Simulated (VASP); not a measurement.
Crystal: ReTeOs3.

```
Re Te Os
1.0
     4.30625    0.00000    0.00000
     0.00000    4.30625    0.00000
     0.00000    0.00000    4.30625
Re Te Os
1 1 3
Cartesian
  2.1531 2.1531 2.1531
  0.0000 0.0000 0.0000
  2.1531 2.1531 0.0000
  0.0000 2.1531 2.1531
  2.1531 0.0000 2.1531
```

* Program: VASP 6.6.1
* Task: relaxation of cell and atoms
* Functional: PBE
* Potentials or basis: VASP PAW PBE potentials, release 64 (Re, Te, Os)
* Cutoff: 600 eV
* k mesh: 4 × 4 × 4
* Occupations: gaussian, width 0.1 eV
* Spin: no spin polarisation

At the start: pressure 85.8 GPa; volume 15.97 Å³/atom.

Question: How do energy, volume and symmetry change on relaxing?

Answer: Over 5 steps the energy falls by 1103.4 meV/atom and the volume is 21.23 Å³/atom (+32.9 %); space group Pm-3m (No. 221, to 0.05 Å).

Step by step:
| step | energy change (eV) | largest force (eV/Å) | pressure (GPa) | volume (Å³) |
| --- | --- | --- | --- | --- |
| 1 | 0.0000 | 0.0000 | 85.78 | 79.85 |
| 2 | 9.6505 | 0.0000 | -18.74 | 225.05 |
| 3 | -5.1771 | 0.0000 | -10.97 | 115.52 |
| 4 | -5.4762 | 0.0000 | -4.23 | 109.37 |
| 5 | -5.5171 | 0.0000 | 0.30 | 106.15 |

Final structure:
```
Re Te Os
1.0
     4.73488    0.00000    0.00000
     0.00000    4.73488    0.00000
     0.00000    0.00000    4.73488
Re Te Os
1 1 3
Direct
  0.50000 0.50000 0.50000
  0.00000 0.00000 0.00000
  0.50000 0.50000 0.00000
  0.00000 0.50000 0.50000
  0.50000 0.00000 0.50000
```

Caveat: the k points lie up to 0.33 Å⁻¹ apart in the final cell; the volume moved by over 15 % at a fixed basis, so the end points are rough.
